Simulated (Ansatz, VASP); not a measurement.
GeI in VASP and in Ansatz

File INCAR:

```
SYSTEM = GeI
PREC     = Accurate       ! precision mode
ENCUT    = 600            ! plane-wave cutoff, eV
EDIFF    = 1E-6           ! SCF threshold, eV
ISMEAR   = 0              ! smearing method
SIGMA    = 0.1            ! smearing width, eV
LREAL    = .FALSE.        ! projectors in reciprocal space
LASPH    = .TRUE.         ! aspherical terms in the spheres
NELM     = 60             ! most SCF steps
ALGO     = Normal         ! electronic algorithm
ISIF     = 3              ! what is computed and relaxed
LWAVE    = .FALSE.        ! write WAVECAR
LCHARG   = .FALSE.        ! write CHGCAR
GGA      = PE             ! functional
IBRION   = 2              ! ionic algorithm
NSW      = 90             ! ionic steps
EDIFFG   = -0.04          ! ionic threshold
```

KPOINTS

```
Automatic mesh
0
G
  4 4 6
  0 0 0
```

The input POSCAR:

```
GeI
1.0
    4.4996046100      0.0000000000      0.0000000000
    0.0000000000      4.4996046100      0.0000000000
    0.0000000000      0.0000000000      3.6304273000
Ge I
1 1
Direct
    0.0000000000      0.0000000000      0.0000000000
    0.5000000000      0.5000000000      0.5000000000
```

Input for Ansatz:

```yaml
crystal:
  lattice:
    - [4.49960461, 0.0, 0.0]
    - [0.0, 4.49960461, 0.0]
    - [0.0, 0.0, 3.6304273]
  atoms:
    - { symbol: Ge, position: [0.0, 0.0, 0.0] }
    - { symbol: I, position: [0.5, 0.5, 0.5] }
basis:
  ecutwfc: 420
kpoints:
  mp_grid: { grid: [4, 4, 6] }
hamiltonian:
  xc: pbe
scf:
  occupations: { method: gaussian, width: 0.1 }
  lower_state_search: "off"
output:
  forces: true
  stress: true
  eigenvalues: true
relax:
  adjacent_minimum: "off"
  f_tol: 0.04
  max_steps: 70
  cell: { stress_tol: 0.4 }
```

Alike in both runs: task relaxation of cell and atoms; functional PBE; k mesh 4 × 4 × 6; occupations gaussian, width 0.1 eV; no spin polarisation.

|  | VASP | Ansatz |
| --- | --- | --- |
| version | VASP 6.6.1 | Ansatz 0.2.0 |
| potentials or method | VASP PAW PBE potentials, release 64 (Ge_d, I), cutoff 600 eV | scalar-relativistic, plane waves, PAW |
| valence electrons in the cell | 21 | 31 |

```csv
,VASP,Ansatz,Ansatz less VASP
"gap on the k mesh at the Fermi level, each at its own relaxed structure (eV)",none,none,-
relaxed volume (Å³/atom),27.01,26.92,-0.091
relaxed cell length with the largest relative difference (Å),3.777,3.763,-0.0139
```

A gap of «none» marks a metal or a gap that the smearing closes. VASP's potentials hold 21 valence electrons a cell and Ansatz's 31, so a difference there can come from the potentials and not from the codes.

Neither program's run includes spin-orbit coupling. Noted on VASP's run: the volume moved by over 15 % at a fixed basis, so the end points are rough.
